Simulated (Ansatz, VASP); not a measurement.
One calculation of Al2Cu, two programs

```
Al Cu
1.0
    -2.02461    2.02461    2.86316
     2.02461   -2.02461    2.86316
     2.02461    2.02461   -2.86316
Al Cu
2 1
Direct
  0.74057 0.24057 0.48114
  0.24057 0.74057 0.48114
  0.50801 0.50801 0.01602
```

Change from the starting cell: mode 4 frozen in at -0.054 Å and mode 5 at +0.000 Å (largest displacements).

Alike in both runs: task single point; functional PBEsol; k mesh 14 × 14 × 14; occupations gaussian, width 0.15 eV; no spin polarisation.

|  | VASP | Ansatz |
| --- | --- | --- |
| version | VASP 6.6.1 | Ansatz 0.2.0 |
| potentials or method | VASP PAW PBE potentials, release 64 (Al, Cu), cutoff 520 eV | scalar-relativistic, plane waves, PAW |
| valence electrons in the cell | 17 | 25 |

```tsv
	VASP	Ansatz	Ansatz less VASP
gap on the k mesh at the Fermi level (eV)	none	none	-
pressure (GPa)	0.6	0.4	-0.24
traceless stress, the component that is largest in VASP (GPa)	-0.19	-0.19	+0.002
rms of the force components (eV/Å)	0.308	0.307	-0.0005
```

VASP's potentials were made for PBE, not for PBEsol, and Ansatz warns of the same on its side. Atom by atom the forces differ by 0.000 eV/Å (rms over components). A gap of «none» marks a metal or a gap that the smearing closes. VASP's potentials hold 17 valence electrons a cell and Ansatz's 25, so a difference there can come from the potentials and not from the codes. Ansatz's warnings: near symmetry operations not taken.
